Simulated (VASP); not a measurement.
The system is Mo2H5.

```
H Mo
1.0
     4.00115    0.00000    0.00000
     0.00000    4.00115    0.00000
     0.00000    0.00000    4.60321
H Mo
5 2
Direct
  0.00000 0.00000 0.11117
  0.00000 0.00000 0.44072
  0.00000 0.00000 0.85048
  0.00000 0.50000 0.93454
  0.50000 0.00000 0.93454
  0.00000 0.50000 0.30540
  0.50000 0.00000 0.30540
```

```yaml
Program: VASP 6.6.1
Task: relaxation of cell and atoms
Functional: PBE
Potentials_or_basis: VASP PAW PBE potentials, release 64 (H, Mo_sv)
Cutoff: 600 eV
k_mesh: 4 × 4 × 4
Occupations: gaussian, width 0.1 eV
Spin: no spin polarisation
```

At the start: pressure -13.6 GPa; volume 10.53 Å³/atom.

Q: How do energy, volume and symmetry change on relaxing?

A: Over 73 steps the energy falls by 365.9 meV/atom and the volume is 12.32 Å³/atom (+17.1 %); space group P4mm (No. 99, to 0.05 Å).

The path:
```
step  energy change (eV)  largest force (eV/Å)  pressure (GPa)  volume (Å³)
   1              0.0000                1.1957          -13.61        73.69
   3             -0.6963                1.1512            2.43        62.50
   5             -0.8808                0.9761            2.96        60.95
   7             -0.9696                0.8666            0.35        62.14
   9             -1.0194                0.3138           -2.50        62.86
  11             -1.1186                0.5192            2.18        58.30
  13             -1.1931                0.2401            0.16        57.13
  15             -1.2562                0.6417            0.51        54.73
  17             -1.3146                0.6227            2.06        54.25
  19             -1.3652                0.4180            0.32        55.04
  21             -1.4357                0.3624           -1.47        56.70
  23             -1.4430                0.1965           -0.33        56.62
  25             -1.4505                0.1275            0.95        56.24
  27             -1.4567                0.1158           -0.19        56.78
  29             -1.4592                0.0938           -0.19        56.96
  31             -1.4599                0.5811            1.31        57.24
  33             -1.4627                0.3218            0.65        57.15
  35             -1.4711                0.3347            1.18        57.43
  37             -1.5277                0.6145            4.29        58.48
  39             -1.5297                0.8899            6.67        58.88
  41             -1.5274                1.0409            7.51        59.03
  43             -1.5293                1.1207            7.94        59.17
  45             -1.5315                1.2309            8.55        59.38
  47             -1.5509                1.2026            8.42        59.61
  49             -1.6204                1.1074            8.15        60.52
  51             -1.8058                0.9432            8.03        63.97
  53             -1.7964                1.3021            9.25        66.41
  55             -2.0326                1.1352            1.46        72.58
  57             -2.1293                1.1228            0.33        74.88
  59             -2.2952                0.9525           -0.09        78.55
  61             -2.4434                0.6258           -0.37        81.90
  63             -2.5479                0.6504            0.83        84.69
  65             -2.5562                0.1762            0.63        84.94
  67             -2.5594                0.2400            0.06        85.91
  69             -2.5606                0.0680           -0.14        86.23
  71             -2.5609                0.0680            0.05        86.22
  73             -2.5612                0.0137            0.13        86.26
```

Final structure:
```cif
data_structure
_symmetry_space_group_name_H-M 'P 1'
_symmetry_Int_Tables_number 1
_cell_length_a 3.6366
_cell_length_b 3.6366
_cell_length_c 6.5227
_cell_angle_alpha 90.000
_cell_angle_beta 90.000
_cell_angle_gamma 90.000
_cell_volume 86.26
loop_
_atom_site_label
_atom_site_type_symbol
_atom_site_fract_x
_atom_site_fract_y
_atom_site_fract_z
_atom_site_occupancy
H1 H 0.00000 0.00000 0.05257 1
H2 H 0.00000 0.00000 0.56821 1
H3 H 0.00000 0.00000 0.93613 1
H4 H 0.00000 0.50000 0.70880 1
H5 H 0.50000 0.00000 0.70880 1
Mo1 Mo 0.00000 0.50000 0.45387 1
Mo2 Mo 0.50000 0.00000 0.45387 1
```

Caveat: the k points lie up to 0.43 Å⁻¹ apart in the final cell; the volume moved by over 15 % at a fixed basis, so the end points are rough.
